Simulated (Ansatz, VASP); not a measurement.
**AgCl: VASP beside Ansatz**

POSCAR

```
AgCl
1.0
   -0.1967180865      2.6879477154      2.6879477154
    2.6879477154     -0.1967180865      2.6879477154
    2.6879477154      2.6879477154     -0.1967180865
Ag Cl
1 1
Direct
    0.0000000000      0.0000000000      0.0000000000
    0.5000000000      0.5000000000      0.5000000000
```

File INCAR.step1:

```
SYSTEM = AgCl
PREC = Accurate
ENCUT = 520
ISMEAR = 0
SIGMA = 0.01
LREAL = .False.
LASPH = .True.
NELM = 80
NBANDS = 16
GGA = PE
ALGO = Normal
EDIFF = 1E-4
LWAVE = .True.
LCHARG = .False.
```

INCAR.step2

```
SYSTEM = AgCl
PREC = Accurate
ENCUT = 520
EDIFF = 1E-6
ISMEAR = 0
SIGMA = 0.01
LREAL = .False.
LASPH = .True.
NELM = 80
ALGO = Normal
ISIF = 2
LWAVE = .False.
LCHARG = .False.
METAGGA = R2SCAN
LMIXTAU = .True.
NBANDS = 16
ISTART = 1
```

KPOINTS

```
Automatic mesh
0
Gamma
  8 8 8
  0 0 0
```

Input for Ansatz:

```yaml
crystal:
  lattice:
    - [-0.1967180865, 2.6879477154, 2.6879477154]
    - [2.6879477154, -0.1967180865, 2.6879477154]
    - [2.6879477154, 2.6879477154, -0.1967180865]
  atoms:
    - { symbol: Ag, position: [0.0, 0.0, 0.0] }
    - { symbol: Cl, position: [0.5, 0.5, 0.5] }
kpoints:
  mp_grid: { grid: [8, 8, 8] }
  band_path:
    path:
      - [0.0, 0.0, 0.0]
      - [0.5, 0.0, 0.5]
      - [0.625, 0.25, 0.625]
      - [0.375, 0.375, 0.75]
      - [0.5, 0.5, 0.5]
      - [0.5, 0.25, 0.75]
      - [0.0375, 0.0375, 0.075]
    npoints: 1
hamiltonian:
  xc: r2scan
scf:
  occupations: { method: fixed }
  n_extra_bands: 4
output:
  forces: true
  stress: true
  eigenvalues: true
```

Change from the starting cell: epitaxial_111 strain +4.0%.

Alike in both runs: task single point; functional r2SCAN; k mesh 8 × 8 × 8; no spin polarisation.

```csv
,VASP,Ansatz
version,VASP 6.6.1,Ansatz 0.2.0
potentials or method,"VASP PAW PBE potentials, release 64 (Ag, Cl)","plane waves, PAW"
plane-wave cutoff (eV),520,500
occupations,"gaussian, width 0.01 eV",fixed
valence electrons in the cell,18,26
```

```csv
,VASP,Ansatz,Ansatz less VASP
gap on the k mesh at the Fermi level (eV),1.33,1.39,+0.054
pressure (GPa),-0.9,-0.8,+0.08
"traceless stress, the component that is largest in VASP (GPa)",0.39,0.40,+0.011
```

VASP's potentials were made for PBE, not for r2SCAN. VASP's potentials hold 18 valence electrons a cell and Ansatz's 26, so a difference there can come from the potentials and not from the codes.
